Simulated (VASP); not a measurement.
# Pb (C2/c) in VASP: a series of runs, part 2 of 2

VASP 6.6.1. Earlier steps stand in the parts before.

## (3) Single point, PBEsol (volume scaled by 1.12)

Input file INCAR:

```
SYSTEM = Pb
ALGO = Normal ; EDIFF = 1E-7
ENCUT = 520 ; GGA = PS
ISIF = 2 ; ISMEAR = -1
LASPH = .TRUE. ; LCHARG = .FALSE.
LREAL = .FALSE. ; LWAVE = .FALSE.
NBANDS = 21 ; NELM = 60
PREC = Accurate ; SIGMA = 0.1
```

Input file KPOINTS:

```
k-points
0
G
  12 12 8
  0 0 0
```

Input file POSCAR:

```
Pb
1.0
   -3.1814103027      3.1292192471      1.7146582842
    3.1292192471     -3.1814103027      1.7146582842
    3.2570717937      3.2570717937     -1.8102462983
Pb
2
Direct
    0.9976815058      0.0023184942      0.0000000000
    0.7523184942      0.2476815058      0.5000000000
```

Potentials or basis: VASP PAW PBE potentials, release 64 (Pb_d).

Command:

```console
$ cat potpaw_PBE.64/Pb_d/POTCAR > POTCAR
$ mpirun -np 1 vasp_std > vasp.out
```

OUTCAR:

```text
SYSTEM = Pb
   EDIFF = 1E-7
   ENCUT = 520
   GGA = PS
   ISIF = 2
   ISMEAR = -1
   LASPH = .TRUE.
   LREAL = .FALSE.
   NELM = 60
   PREC = Accurate

 ion  position               nearest neighbor table
   1  0.998  0.002  0.000-   2 3.30   2 3.30   2 3.31   2 3.31   2 4.02   2 4.02
   2  0.752  0.248  0.500-   1 3.30   1 3.30   1 3.31   1 3.31   1 4.02   1 4.02

  Warning from LATTYP: Got some problem with cell dimensions!
  Tried to take original basis but could not verify dimensions!
  LATTYP: Found a base centered monoclinic cell.
 ALAT       =     3.4301107765
 B/A-ratio  =     2.6018337243
 C/A-ratio  =     1.4031295954
 COS(beta)  =    -0.3160610981

  Lattice vectors:

 A1 = (   3.1814103027,  -3.1292192471,  -1.7146582842)
 A2 = (  -3.1292192471,   3.1814103027,  -1.7146582842)
 A3 = (   3.2048807381,   3.2048807381,   1.6190702701)

Analysis of symmetry for initial positions (statically):
=====================================================================
 Subroutine PRICEL returns:
 Original cell was already a primitive cell.

 Routine SETGRP: Setting up the symmetry group for a
 base centered monoclinic supercell.

 Subroutine GETGRP returns: Found  4 space group operations
 (whereof  2 operations were pure point group operations)
 out of a pool of  4 trial point group operations.

The static configuration has the point symmetry C_2 .
 The point group associated with its full space group is C_2h.

Analysis of symmetry for dynamics (positions and initial velocities):
=====================================================================
 Subroutine PRICEL returns:
 Original cell was already a primitive cell.

 Routine SETGRP: Setting up the symmetry group for a
 base centered monoclinic supercell.

 Subroutine GETGRP returns: Found  4 space group operations
 (whereof  2 operations were pure point group operations)
 out of a pool of  4 trial point group operations.
[... 115 lines left out ...]
   EMIN   =  10.00;   EMAX   =-10.00  energy-range for DOS
   EFERMI =   0.00;   METHOD = LEGACY
   ISMEAR =    -1;   SIGMA  =   0.10  broadening in eV -4-tet -1-fermi 0-gaus
   EFERMI_NEDOS =   21; number of points for ismear=-14 and -15
   IALGO  =     38    algorithm
   IMIX   =      4    mixing-type and parameters
     AMIX     =   0.40;   BMIX     =  1.00
     AMIX_MAG =   1.60;   BMIX_MAG =  1.00
  volume/ion in A,a.u.               =      34.95       235.82
  Fermi-wavevector in a.u.,A,eV,Ry     =   1.206854  2.280623 19.816835  1.456496
  Thomas-Fermi vector in A             =   2.342509
   LORBIT       =      0    0 simple, 1 ext, 2 COOP (PROOUT), +10 PAW based schemes
   GGA     = PS    functional components
   LHFCALC =     F    Hartree Fock is set to
   AEXX    =    0.0000 exact exchange contribution
   IVDW    =     0    specifies the selected vdW correction
   LEPSILON=     F    determine dielectric tensor
   LRPA    =     F    only Hartree local field effects (RPA)
 non-spin polarized calculation
  energy-cutoff  :      520.00
  volume of cell :       69.89
 maximum number of plane-waves:      1904
   NGX = 17   NGY = 17   NGZ = 19

 number of electron      28.0000003 magnetization

 Free energy of the ion-electron system (eV)
  ---------------------------------------------------
  ext. energy  EPLUGINS =         0.00000000
  ---------------------------------------------------
  free energy    TOTEN  =        -7.63920625 eV

  energy without entropy =       -7.58972067  energy(sigma->0) =       -7.61446346

 E-fermi :   5.3823     XC(G=0):  -9.6207

 val. band max:        5.3784281581   @ k =  -0.0833   0.4167   0.3750
 cond. band min:       5.3834218465   @ k =  -0.2500  -0.3333   0.1250
 fundamental gap:      0.0049936884
 Fermi energy:         5.3822679304

 k-point     1 :       0.0000    0.0000    0.0000
  band No.  band energies     occupation
      1     -11.5755      2.00000
      2     -11.4885      2.00000
      3     -11.4393      2.00000
      4     -11.4350      2.00000
      5     -11.2410      2.00000
      6     -11.2401      2.00000
[... 565 lines left out ...]
     20      13.0400      0.00000
     21      13.6149      0.00000

 [... further k-points ...]

------------------------ aborting loop because EDIFF is reached ----------------------------------------

  FORCE on cell =-STRESS in cart. coord.  units (eV):
  Direction    XX          YY          ZZ          XY          YZ          ZX
  --------------------------------------------------------------------------------------
  -------------------------------------------------------------------------------------
  Total       -1.6517260     -1.6517260     -1.7008864     -0.0403820     -0.0009901     -0.0009900
  in kB      -37.8643188    -37.8643188    -38.9912757     -0.9257203     -0.0226962     -0.0226959
  external PRESSURE =     -38.2399711 kB  Pullay stress =       0.0000000 kB

 VOLUME and BASIS-vectors are now :
 -----------------------------------------------------------------------------
  energy-cutoff  :      520.00
  volume of cell :       69.89
      direct lattice vectors                 reciprocal lattice vectors
    -3.181410303  3.129219247  1.714658284     0.002494917  0.160957712  0.294090891
     3.129219247 -3.181410303  1.714658284     0.160957712  0.002494917  0.294090891
     3.257071794  3.257071794 -1.810246298     0.154821697  0.154821697  0.004712489

 POSITION                                       TOTAL-FORCE (eV/Angst)
 -----------------------------------------------------------------------------------
     -3.16678      3.11459      1.71466         0.023428     -0.023428      0.000000
      0.01015      3.19473      0.80954        -0.023428      0.023428     -0.000000
 -----------------------------------------------------------------------------------
    total drift:                               -0.000000      0.000000      0.000000

  FREE ENERGIE OF THE ION-ELECTRON SYSTEM (eV)
  ---------------------------------------------------
  free  energy   TOTEN  =        -7.6392062460 eV

  energy  without entropy=       -7.5897206662  energy(sigma->0) =       -7.61446346
```

OSZICAR:

```text
N       E                     dE             d eps       ncg     rms          rms(c)
DAV:   1     0.290101027181E+03    0.29010E+03   -0.13839E+04 13453   0.153E+03
DAV:   2     0.132988297569E+02   -0.27680E+03   -0.27075E+03 13520   0.399E+02
DAV:   3    -0.694951096208E+01   -0.20248E+02   -0.20065E+02 16297   0.134E+02
DAV:   4    -0.762732529653E+01   -0.67781E+00   -0.67745E+00 15902   0.284E+01
DAV:   5    -0.766544683769E+01   -0.38122E-01   -0.38121E-01 19577   0.596E+00    0.861E-01
DAV:   6    -0.764380276405E+01    0.21644E-01   -0.45754E-02 18473   0.286E+00    0.443E-01
DAV:   7    -0.763933067846E+01    0.44721E-02   -0.17048E-02 18532   0.168E+00    0.152E-01
DAV:   8    -0.763920877488E+01    0.12190E-03   -0.10605E-03 17446   0.462E-01    0.154E-02
DAV:   9    -0.763920661513E+01    0.21598E-05   -0.46402E-05 17208   0.981E-02    0.678E-03
DAV:  10    -0.763920615001E+01    0.46512E-06   -0.57340E-06 18937   0.277E-02    0.679E-04
DAV:  11    -0.763920624605E+01   -0.96042E-07   -0.20129E-07 12425   0.496E-03
   1 F= -.76392062E+01 E0= -.76144635E+01  d E =-.494856E-01
```

Run time: 3.5 min. Hardware: 1 thread of AMD EPYC 9R45 (Zen 5), shared host; peak memory 0.46 GiB.

Results:

```
Free energy            : -7.6392 eV
Pressure               : -3.8 GPa
Largest force          : 0.033 eV/Å
Band gap on the k mesh : zero (band 14 reaches 6.52 eV, above the bottom of band 15 at 3.61 eV)
```

Forces in eV/Å, atoms in the order of the input:
```
Pb   0.023 -0.023  0.000
Pb  -0.023  0.023  0.000
```

Stress tensor (GPa, compression positive):
```
-3.79 -0.09  0.00
-0.09 -3.79  0.00
 0.00  0.00 -3.90
```

Levels at points of the mesh, in eV from the Fermi level:
```
           k point  band 10  band 11  band 12  band 13  band 14  band 15  band 16  band 17  band 18  band 19
(0.00, 0.00, 0.00)   -16.40   -10.87    -6.16    -1.53    -1.26     3.70     5.23     5.31     5.98     6.05
(0.50, 0.00, 0.00)   -16.46    -7.90    -6.41    -2.60    -1.30    -0.55     2.17     2.76     3.77     6.89
(0.50, 0.50, 0.00)   -16.54    -9.18    -9.05     0.62     0.70     0.75     0.87     5.02     5.76     8.82
(0.00, 0.00, 0.50)   -16.54    -9.17    -9.17     0.88     0.88     0.99     0.99     5.45     5.45     9.26
(0.50, 0.00, 0.50)   -16.46    -8.01    -6.43    -2.51    -1.16    -0.47     2.62     2.96     3.77     6.90
(0.50, 0.50, 0.50)   -16.60    -8.48    -8.48    -3.63    -3.63     4.81     4.81     7.61     7.61    11.08
```

Caveat: the cell differs from its parent crystal (volume scaled by 1.12); the PAW data sets were made with another functional, which shifts forces and pressure a little; spin-orbit coupling is left out, which moves the levels of the heavy elements.

## (4) Single point, PBEsol

This run uses another cell than the first one, of 31.20 Å³/atom, 0.926 times its volume.

Input file INCAR:

```
SYSTEM = Pb
PREC = Accurate ; ENCUT = 520
EDIFF = 1E-6 ; ISMEAR = -1
SIGMA = 0.1 ; LREAL = .FALSE.
LASPH = .TRUE. ; NELM = 60
ALGO = Normal ; ISIF = 2
LWAVE = .FALSE. ; LCHARG = .FALSE.
GGA = PS ; NBANDS = 21
```

Input file KPOINTS:

```
Automatic mesh
0
G
  12 12 8
  0 0 0
```

Input file POSCAR:

```
Pb
1.0
   -3.0634703096      3.0132140602      1.6510931458
    3.0132140602     -3.0634703096      1.6510931458
    3.1363269075      3.1363269075     -1.7431375585
Pb
2
Direct
    0.9976815058      0.0023184942      0.0000000000
    0.7523184942      0.2476815058      0.5000000000
```

Command:

```console
$ cat potpaw_PBE.64/Pb_d/POTCAR > POTCAR
$ mpirun -np 1 vasp_std > vasp.out
```

Wall time 3.2 min (1 thread of AMD EPYC 9R45 (Zen 5), shared host); peak memory 0.42 GiB.

It converged, with:

```yaml
Free_energy: -7.7351 eV
Pressure: 0.0 GPa
Largest_force: 0.008 eV/Å
Band_gap_on_the_k_mesh: zero (band 14 reaches 7.91 eV, above the bottom of band 15 at 4.47 eV)
```

Forces in eV/Å, atoms in the order of the input:
```
Pb   0.006 -0.006  0.000
Pb  -0.006  0.006  0.000
```

Stress tensor (GPa, compression positive):
```
 0.01 -0.13  0.08
-0.13  0.01  0.08
 0.08  0.08 -0.07
```

Levels at points of the mesh, in eV from the Fermi level:
```tsv
k point	band 11	band 12	band 13	band 14	band 15	band 16	band 17	band 18
(0.00, 0.00, 0.00)	-11.57	-5.88	-1.80	-1.50	3.68	5.75	5.83	6.72
(0.50, 0.00, 0.00)	-8.01	-6.33	-2.88	-1.54	-0.70	2.37	2.81	4.26
(0.50, 0.50, 0.00)	-9.63	-9.49	0.71	0.78	0.91	0.92	5.45	6.28
(0.00, 0.00, 0.50)	-9.63	-9.63	0.97	0.97	1.16	1.16	5.94	5.94
(0.50, 0.00, 0.50)	-8.15	-6.39	-2.73	-1.38	-0.61	2.87	3.03	4.30
(0.50, 0.50, 0.50)	-8.69	-8.69	-4.18	-4.18	5.24	5.24	8.58	8.58
```

Caveat: the PAW data sets were made with another functional, which shifts forces and pressure a little; spin-orbit coupling is left out, which moves the levels of the heavy elements.

## (5) The runs side by side

```tsv
cell	gap on the mesh (eV)	pressure (GPa)	largest force (eV/Å)
a = 4.723, b = 4.723, c = 4.890 Å, angles 98.0, 98.0, 138.0°, 2 atoms	none	-2.8	0.03
a = 4.781, b = 4.781, c = 4.949 Å, angles 98.0, 98.0, 138.0°, 2 atoms	none	-3.8	0.03
a = 4.603, b = 4.603, c = 4.766 Å, angles 98.0, 98.0, 138.0°, 2 atoms	none	0.0	0.01
```

Alike in all rows: task single point; level PBEsol; potentials or basis VASP PAW PBE potentials, release 64 (Pb_d); no spin polarisation; k mesh 12 × 12 × 8; cutoff (eV) 520; smearing fermi-dirac 0.1 eV.

Caveats: the PAW data sets were made with another functional, which shifts forces and pressure a little; spin-orbit coupling is left out, which moves the levels of the heavy elements.

Absolute energies hang on the potentials; compare differences alone.
